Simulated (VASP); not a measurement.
**ZnS: elastic constants with LDA**

Crystal: ZnS.

```
Zn S
1.0
     3.68431    0.00000    0.00000
    -1.84215    3.19071    0.00000
     0.00000    0.00000    6.06298
Zn S
2 2
Cartesian
  0.0000 2.1271 0.0357
  1.8422 1.0636 3.0672
  0.0000 2.1271 2.2986
  1.8422 1.0636 5.3301
```

* Program: VASP 6.6.1
* Task: elastic constants
* Functional: LDA
* Potentials or basis: VASP PAW LDA potentials, release 64 (Zn, S)
* Cutoff: 600 eV
* k mesh: 6 × 6 × 4
* Occupations: gaussian, width 0.01 eV
* Spin: no spin polarisation
* Dipole correction: no
* Ions in elastic constants: relaxed
* Further INCAR settings: ALGO = Normal; EDIFF = 1e-08; IBRION = 6; POTIM = 0.015; NSW = 1; ISIF = 3

| Item | Value |
| --- | --- |
| Voigt bulk modulus | 101 GPa |
| Highest phonon frequency at Γ, LO-TO splitting left out | 372 cm⁻¹ |

Phonon frequencies in cm⁻¹ (negative: imaginary):
| q point | frequencies |
| --- | --- |
| (0.000, 0.000, 0.000) | 0 0 0 63 63 208 314 316 316 323 323 372 |

Elastic tensor in Voigt notation (GPa, in the Cartesian axes of the cell as first typed):
```
150  81  65   0   0   0
 81 150  65   0   0   0
 65  65 183   0   0   0
  0   0   0  29   0   0
  0   0   0   0  29   0
  0   0   0   0   0  35
```

Clamped-ion elastic tensor (GPa):
```
203  60  36   0   0   0
 60 203  36   0   0   0
 36  36 236   0   0   0
  0   0   0  45   0   0
  0   0   0   0  45   0
  0   0   0   0   0  71
```

It took 15 min on 1 thread of Intel(R) Xeon(R) Platinum 8488C (Sapphire Rapids) (shared host), peak memory 0.34 GiB.

Caveat: the cell is under stress, which shifts elastic constants.
